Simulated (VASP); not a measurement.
# Cd: relaxation of shape and atoms at fixed volume with LDA

The system is Cd.

```
Cd
1.0
     2.24196    0.00000    0.00000
    -1.12098    1.94160    0.00000
     0.00000    0.00000    4.11375
Cd
2
Cartesian
  0.0000 1.2944 1.0284
  1.1210 0.6472 3.0853
```

* Program: VASP 6.6.1
* Task: relaxation of shape and atoms at fixed volume
* Functional: LDA
* Potentials or basis: VASP PAW LDA potentials, release 64 (Cd)
* Cutoff: 600 eV
* k mesh: 16 × 16 × 9
* Occupations: fermi-dirac, width 0.1 eV
* Spin: no spin polarisation
* Dipole correction: no
* Further INCAR settings: ALGO = Normal; EDIFF = 1e-07; IBRION = 2; EDIFFG = -0.005; NSW = 50; ISIF = 4

| Quantity | Value |
| --- | --- |
| Pressure after relaxing | 534.5 GPa |
| Band gap on the k mesh | zero (bands 12 and 13 overlap by 2.72 eV) |

Final structure:
```
CELL_PARAMETERS angstrom
2.34097 0.00000 0.00000
-1.17049 2.02734 0.00000
0.00000 0.00000 3.77312
ATOMIC_POSITIONS crystal
Cd 0.33333 0.66667 0.25000
Cd 0.66667 0.33333 0.75000
```

Levels at points of the mesh, in eV from the Fermi level:
```tsv
k point	band 8	band 9	band 10	band 11	band 12	band 13	band 14	band 15	band 16
(0.00, 0.00, 0.00)	-15.74	-15.74	-13.06	-13.06	-9.61	0.35	12.04	15.85	16.28
(0.50, 0.00, 0.00)	-12.77	-12.46	-12.37	-7.82	-4.56	3.51	3.54	7.59	7.82
```

It took 6.5 min on 1 thread of Intel Xeon 8259CL, on a shared host, peak memory 0.17 GiB.
